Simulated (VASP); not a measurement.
# Ba (Pm-3m) in VASP: relaxation of cell and atoms with LDA

Aim: the relaxation of cell and atoms of Ba with LDA.

All numbers are computed with VASP 6.6.1; they aren't measurements. Logs are shortened: lines on timing, memory, paths and dates and some standing lists are left out, and cuts for length are marked.

**1. The cell of the first run**

It takes space group Pm-3m (No. 221, cubic). The conventional cell has a = 3.900 Å, b = 3.900 Å, c = 3.900 Å, α = 90.00°, β = 90.00°, γ = 90.00°. Ba (site symmetry m-3m) has 6 Ba at 3.90 Å within 5.1 Å.

This isn't the form of Ba at room conditions, which is bcc.

**2. Relaxation of cell and atoms, LDA, target pressure -0.15 GPa, at which the enthalpy is minimised**

Input file INCAR:

```
SYSTEM = Ba
PREC     = Accurate       ! precision mode
ENCUT    = 600            ! plane-wave cutoff, eV
EDIFF    = 1E-6           ! SCF threshold, eV
ISMEAR   = -1             ! smearing method
SIGMA    = 0.1            ! smearing width, eV
LREAL    = .False.        ! projectors in reciprocal space
LASPH    = .True.         ! aspherical terms in the spheres
NELM     = 80             ! most SCF steps
ALGO     = Normal         ! electronic algorithm
ISIF     = 3              ! what is computed and relaxed
LWAVE    = .False.        ! write WAVECAR
LCHARG   = .False.        ! write CHGCAR
IBRION   = 2              ! ionic algorithm
NSW      = 60             ! ionic steps
EDIFFG   = -0.005         ! ionic threshold
PSTRESS  = -1.5
```

Input file KPOINTS:

```
regular mesh
0
Gamma
  10 10 10
  0 0 0
```

Input file POSCAR:

```
Ba
1.0
    3.8997656862      0.0000000000      0.0000000000
    0.0000000000      3.8997656862      0.0000000000
    0.0000000000      0.0000000000      3.8997656862
Ba
1
Direct
    0.0000000000      0.0000000000      0.0000000000
```

Potentials or basis: VASP PAW LDA potentials, release 64 (Ba_sv).

Started as:

```bash
> cat potpaw_LDA.64/Ba_sv/POTCAR > POTCAR
> mpirun -np 1 vasp_std > vasp.out
```

OUTCAR:

```text
SYSTEM = Ba
   PREC = Accurate
   ENCUT = 600
   EDIFF = 1E-6
   ISMEAR = -1
   LREAL = .False.
   LASPH = .True.
   NELM = 80
   ISIF = 3
   IBRION = 2
   NSW = 60
   EDIFFG = -0.005
   PSTRESS = -1.5

 ion  position               nearest neighbor table
   1  0.000  0.000  0.000-

  LATTYP: Found a simple cubic cell.
 ALAT       =     3.8997656862

  Lattice vectors:

 A1 = (   3.8997656862,   0.0000000000,   0.0000000000)
 A2 = (   0.0000000000,   3.8997656862,   0.0000000000)
 A3 = (   0.0000000000,   0.0000000000,   3.8997656862)

Analysis of symmetry for initial positions (statically):
=====================================================================
 Subroutine PRICEL returns:
 Original cell was already a primitive cell.

 Routine SETGRP: Setting up the symmetry group for a
 simple cubic supercell.

 Subroutine GETGRP returns: Found 48 space group operations
 (whereof 48 operations were pure point group operations)
 out of a pool of 48 trial point group operations.

The static configuration has the point symmetry O_h .

Analysis of symmetry for dynamics (positions and initial velocities):
=====================================================================
 Subroutine PRICEL returns:
 Original cell was already a primitive cell.

 Routine SETGRP: Setting up the symmetry group for a
 simple cubic supercell.

 Subroutine GETGRP returns: Found 48 space group operations
 (whereof 48 operations were pure point group operations)
 out of a pool of 48 trial point group operations.

The dynamic configuration has the point symmetry O_h .

 Subroutine INISYM returns: Found 48 space group operations
 (whereof 48 operations are pure point group operations),
 and found     1 'primitive' translations

----------------------------------------------------------------------------------------

                                     Primitive cell

  volume of cell :      59.3083

  direct lattice vectors                    reciprocal lattice vectors
     3.899765686  0.000000000  0.000000000     0.256425663  0.000000000  0.000000000
     0.000000000  3.899765686  0.000000000     0.000000000  0.256425663  0.000000000
     0.000000000  0.000000000  3.899765686     0.000000000  0.000000000  0.256425663

  length of vectors
     3.899765686  3.899765686  3.899765686     0.256425663  0.256425663  0.256425663

  position of ions in fractional coordinates (direct lattice)
     0.000000000  0.000000000  0.000000000

  ion indices of the primitive-cell ions
   primitive index   ion index
                 1           1

[... 89 lines left out ...]
   IMIX   =      4    mixing-type and parameters
     AMIX     =   0.40;   BMIX     =  1.00
     AMIX_MAG =   1.60;   BMIX_MAG =  1.00
  volume/ion in A,a.u.               =      59.31       400.23
  Fermi-wavevector in a.u.,A,eV,Ry     =   0.904419  1.709104 11.129207  0.817974
  Thomas-Fermi vector in A             =   2.027864
   LORBIT       =      0    0 simple, 1 ext, 2 COOP (PROOUT), +10 PAW based schemes
   GGA     = CA    functional components
   LHFCALC =     F    Hartree Fock is set to
   AEXX    =    0.0000 exact exchange contribution
   IVDW    =     0    specifies the selected vdW correction
   LEPSILON=     F    determine dielectric tensor
   LRPA    =     F    only Hartree local field effects (RPA)
 conjugate gradient relaxation of ions
 non-spin polarized calculation
  energy-cutoff  :      600.00
  volume of cell :       59.31
 maximum number of plane-waves:      2000
 NGX is ok and might be reduce to    32
   NGX = 15   NGY = 15   NGZ = 15

--------------------------------------- Ionic step        1  -------------------------------------------

 number of electron      10.0000000 magnetization

 Free energy of the ion-electron system (eV)
  ---------------------------------------------------
  ext. energy  EPLUGINS =         0.00000000
  ---------------------------------------------------
  free energy    TOTEN  =        -1.95497820 eV

  energy without entropy =       -1.91216934  energy(sigma->0) =       -1.93357377

------------------------ aborting loop because EDIFF is reached ----------------------------------------

  FORCE on cell =-STRESS in cart. coord.  units (eV):
  Direction    XX          YY          ZZ          XY          YZ          ZX
  --------------------------------------------------------------------------------------
  -------------------------------------------------------------------------------------
  Total       -0.3545812     -0.3545812     -0.3545812     -0.0000000      0.0000000     -0.0000000
  in kB       -9.5787918     -9.5787918     -9.5787918     -0.0000000      0.0000000     -0.0000000
  external PRESSURE =      -8.0787918 kB  Pullay stress =      -1.5000000 kB
[... 61 lines left out ...]
--------------------------------------- Ionic step        3  -------------------------------------------

 number of electron      10.0000001 magnetization

 Free energy of the ion-electron system (eV)
  ---------------------------------------------------
  ext. energy  EPLUGINS =         0.00000000
  ---------------------------------------------------
  free energy    TOTEN  =        -1.97742931 eV

  energy without entropy =       -1.93703867  energy(sigma->0) =       -1.95723399

 E-fermi :   1.9417     XC(G=0):  -8.1670

 val. band max:        1.9342006491   @ k =   0.5000   0.4000   0.4000
 cond. band min:       1.9455404673   @ k =   0.5000   0.2000   0.0000
 fundamental gap:      0.0113398182
 Fermi energy:         1.9417459185

 k-point     1 :       0.0000    0.0000    0.0000
  band No.  band energies     occupation
      1     -26.9632      2.00000
      2     -11.6389      2.00000
      3     -11.6389      2.00000
      4     -11.6389      2.00000
      5      -0.6547      2.00000
      6       1.8014      1.60548
      7       1.8014      1.60548
      8       7.5789      0.00000
      9       7.5789      0.00000
[... 265 lines left out ...]
 k-point    24 :       0.3000    0.1000    0.1000
  band No.  band energies     occupation
      1     -26.8753      2.00000
      2     -12.3562      2.00000
      3     -11.6787      2.00000
      4     -11.6660      2.00000
      5       0.8625      1.99996
      6       2.5376      0.00516
      7       3.1711      0.00001
      8       5.0362      0.00000
      9       5.3661      0.00000

 [... further k-points ...]

------------------------ aborting loop because EDIFF is reached ----------------------------------------

  FORCE on cell =-STRESS in cart. coord.  units (eV):
  Direction    XX          YY          ZZ          XY          YZ          ZX
  --------------------------------------------------------------------------------------
  -------------------------------------------------------------------------------------
  Total       -0.0492282     -0.0492282     -0.0492282     -0.0000000      0.0000000      0.0000000
  in kB       -1.4829681     -1.4829681     -1.4829681     -0.0000000      0.0000000      0.0000000
  external PRESSURE =       0.0170319 kB  Pullay stress =      -1.5000000 kB
[... 20 lines left out ...]
  energy  without entropy=       -1.9370386711  energy(sigma->0) =       -1.95723399

  enthalpy is  TOTEN    =        -2.0272229277 eV   P V=       -0.0497936136

 reached required accuracy - stopping structural energy minimisation
```

OSZICAR:

```text
N       E                     dE             d eps       ncg     rms          rms(c)
DAV:   1     0.610514889357E+02    0.61051E+02   -0.48499E+03  1008   0.106E+03
DAV:   2     0.600407009992E+00   -0.60451E+02   -0.59355E+02  1238   0.155E+02
[... 18 lines left out ...]
DAV:   1    -0.225578716422E+01   -0.28792E+00   -0.77427E+00  1010   0.228E+01    0.234E+00
DAV:   2    -0.203123977078E+01    0.22455E+00   -0.43614E-01  1023   0.610E+00    0.104E+00
DAV:   3    -0.197386675020E+01    0.57373E-01   -0.32789E-01  1470   0.392E+00    0.325E-01
DAV:   4    -0.197504609179E+01   -0.11793E-02   -0.23315E-03  1064   0.464E-01    0.224E-01
DAV:   5    -0.197742210527E+01   -0.23760E-02   -0.15771E-03  1410   0.220E-01    0.313E-02
DAV:   6    -0.197742990691E+01   -0.78016E-05   -0.21566E-05  1191   0.350E-02    0.214E-02
DAV:   7    -0.197742931415E+01    0.59276E-06   -0.90508E-06  1093   0.311E-02
   3 F= -.20272229E+01 E0= -.20070276E+01  d E =-.167187E-01
```

CONTCAR:

```text
Ba
   1.00000000000000
     3.7606621805230267   -0.0000000000000000   -0.0000000000000000
    -0.0000000000000000    3.7606621805230267   -0.0000000000000000
     0.0000000000000000    0.0000000000000000    3.7606621805230267
  Ba
     1
Direct
     0.0000000000000000    0.0000000000000000    0.0000000000000000

  0.00000000E+00  0.00000000E+00  0.00000000E+00
```

Run time: 46 s. Hardware: 1 thread of Intel Xeon Platinum 8488C (Sapphire Rapids), shared host; peak memory 0.18 GiB.

What came out:

```
Free energy                                                : -1.9774 eV
Relaxed volume                                             : 53.19 Å³/atom
Relaxed cell                                               : a = 3.761 Å, b = 3.761 Å, c = 3.761 Å, α = 90.00°, β = 90.00°, γ = 90.00°
Space group after relaxing (to 0.1 Å)                      : Pm-3m (No. 221)
Energy change on relaxing (the run minimises the enthalpy) : -22.5 meV/atom
Ionic steps                                                : 3
Pressure after relaxing                                    : -0.1 GPa
Band gap on the k mesh                                     : zero (bands 5 and 6 overlap by 0.28 eV)
```

The path:
```
step  energy change (eV)  largest force (eV/Å)  pressure (GPa)  volume (Å³)
   1              0.0000                0.0000           -0.96        59.31
   2             -0.0129                0.0000           -0.67        56.78
   3             -0.0225                0.0000           -0.15        53.19
```

Final structure:
```
CELL_PARAMETERS angstrom
3.76066 0.00000 0.00000
0.00000 3.76066 0.00000
0.00000 0.00000 3.76066
ATOMIC_POSITIONS crystal
Ba 0.00000 0.00000 0.00000
```

Caveat: the cell is relaxed towards a set pressure, so the run minimises the enthalpy, not the energy; spin-orbit coupling is left out, which moves the levels of the heavy elements.
